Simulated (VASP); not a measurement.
Input of a VASP 6.6.1 run:

INCAR

```
PREC     = Accurate       # precision mode
ENCUT    = 500            # plane-wave cutoff, eV
EDIFF    = 1E-6           # SCF threshold, eV
ISMEAR   = 0              # smearing method
SIGMA    = 0.1            # smearing width, eV
LREAL    = False          # projectors in reciprocal space
LASPH    = True           # aspherical terms in the spheres
NELM     = 120            # most SCF steps
ALGO     = Normal         # electronic algorithm
ISIF     = 2              # what is computed and relaxed
LWAVE    = False          # write WAVECAR
LCHARG   = False          # write CHGCAR
GGA      = PS             # functional
IVDW     = 13             # dispersion correction
NBANDS   = 8              # bands
GGA_COMPAT= False
```

KPOINTS

```
Automatic mesh
0
Gamma
  18 18 18
```

POSCAR

```
P
1.0
    2.3396370207      0.0000000000      0.0000000000
    0.0000000000      2.3396370207      0.0000000000
    0.0000000000      0.0000000000      2.3396370207
P
1
Direct
    0.0000000000      0.0000000000      0.0000000000
```

Potentials or basis: VASP PAW PBE potentials, release 64 (P).

The run is started by

```console
$ cat potpaw_PBE.64/P/POTCAR > POTCAR
$ mpirun -np 1 vasp_std > vasp.out
```

(1) What does it give for the dispersion energy per atom?

(2) What does it give for the pressure?

(3) What does it give for the band gap on the k mesh?

Answers

(1) -0.319 eV.

(2) 12.6 GPa.

(3) zero (an odd number of electrons rules out a gap without spin polarisation).

Caveat: the cell stands under pressure; the PAW data sets were made with another functional, which shifts forces and pressure a little.
